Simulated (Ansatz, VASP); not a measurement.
**HfN in VASP and in Ansatz**

```
Hf N
1.0
     0.00000    2.26651    2.26651
     2.26651    0.00000    2.26651
     2.26651    2.26651    0.00000
Hf N
1 1
Direct
  0.00000 0.00000 0.00000
  0.50000 0.50000 0.50000
```

Change from the starting cell: volume scaled by 1.01.

Alike in both runs: task single point; functional LDA; k mesh 10 × 10 × 10; occupations fermi-dirac, width 0.03 eV; no spin polarisation.

```csv
,VASP,Ansatz
version,VASP 6.6.1,Ansatz 0.2.0
potentials or method,"VASP PAW LDA potentials, release 64 (Hf_pv, N), cutoff 520 eV","all-electron LAPW, scalar-relativistic"
```

```tsv
	VASP	Ansatz	Ansatz less VASP
pressure (GPa)	-13.1	-11.8	+1.33
```

LDA's correlation is that of Perdew and Zunger in VASP and of Perdew and Wang (1992) in Ansatz. Ansatz ran all-electron here, and VASP with PAW potentials.

Neither program's run includes spin-orbit coupling.
